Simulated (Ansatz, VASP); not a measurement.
## One calculation of Mg3CdS2, two programs

```
Mg Cd S
1.0
     3.15977    1.82430    5.00088
    -3.15977    1.82430    5.00088
     0.00000   -3.64859    5.00088
Mg Cd S
3 1 2
Direct
  0.00000 0.50000 0.50000
  0.50000 0.00000 0.50000
  0.50000 0.50000 0.00000
  0.50000 0.50000 0.50000
  0.77582 0.77582 0.77582
  0.22418 0.22418 0.22418
```

Change from the starting cell: species swapped into the Li2ZnCu3 type (R-3m, No. 166).

Alike in both runs: task relaxation of cell and atoms; functional PBE; k mesh 6 × 6 × 6; occupations gaussian, width 0.1 eV; no spin polarisation.

|  | VASP | Ansatz |
| --- | --- | --- |
| version | VASP 6.6.1 | Ansatz 0.2.0 |
| potentials or method | VASP PAW PBE potentials, release 64 (Mg, Cd, S), cutoff 600 eV | scalar-relativistic, plane waves, PAW |
| valence electrons in the cell | 30 | 62 |

|  | VASP | Ansatz | Ansatz less VASP |
| --- | --- | --- | --- |
| relaxed volume (Å³/atom) | 28.78 | 28.83 | +0.051 |
| relaxed cell length with the largest relative difference (Å) | 6.187 | 6.190 | +0.0034 |

VASP's potentials hold 30 valence electrons a cell and Ansatz's 62, so a difference there can come from the potentials and not from the codes.
